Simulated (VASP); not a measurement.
Write the native input for VASP 6.6.1 that does the following.

| Property | Result |
| --- | --- |
| Task | single point |
| Functional | PBE |
| Potentials or basis | VASP PAW PBE potentials, release 64 (Ru_pv, Al) |
| Cutoff | 520 eV |
| k mesh | 9 × 9 × 9 |
| Occupations | gaussian, width 0.013 eV |
| Spin | no spin polarisation |
| Dipole correction | no |
| Further INCAR settings | ALGO = Normal; EDIFF = 1e-06; NBANDS = 16 |

The structure of AlRu lies in POSCAR:

```
AlRu
1.0
    2.9916000000      0.0000000000      0.0000000000
    0.0000000000      2.9916000000      0.0000000000
    0.0000000000      0.0000000000      2.9916000000
Ru Al
1 1
Direct
    0.5000000000      0.5000000000      0.5000000000
    0.0000000000      0.0000000000      0.0000000000
```

These files were run (other wordings do the same):

INCAR

```
PREC     = Accurate       # precision mode
ENCUT    = 520            # plane-wave cutoff, eV
EDIFF    = 1E-6           # SCF threshold, eV
ISMEAR   = 0              # smearing method
SIGMA    = 0.013000000000000001 # smearing width, eV
LREAL    = F              # projectors in reciprocal space
LASPH    = T              # aspherical terms in the spheres
NELM     = 60             # most SCF steps
ALGO     = Normal         # electronic algorithm
ISIF     = 2              # what is computed and relaxed
LWAVE    = F              # write WAVECAR
LCHARG   = T              # write CHGCAR
GGA      = PE             # functional
LELF     = T              # ELF
LVHAR    = T            
NBANDS   = 16             # bands
```

KPOINTS

```
regular mesh
0
Gamma
  9 9 9
```

Potentials or basis: VASP PAW PBE potentials, release 64 (Ru_pv, Al).

The run is started by

```bash
$ cat potpaw_PBE.64/Ru_pv/POTCAR potpaw_PBE.64/Al/POTCAR > POTCAR
$ mpirun -np 1 vasp_std > vasp.out
```

It gave:

The pressure is 2.5 GPa.

Run time: 10 s on 1 thread of Intel(R) Xeon(R) Platinum 8259CL CPU @ 2.50GHz (Skylake/Cascade Lake) (shared host), peak memory 0.14 GiB.
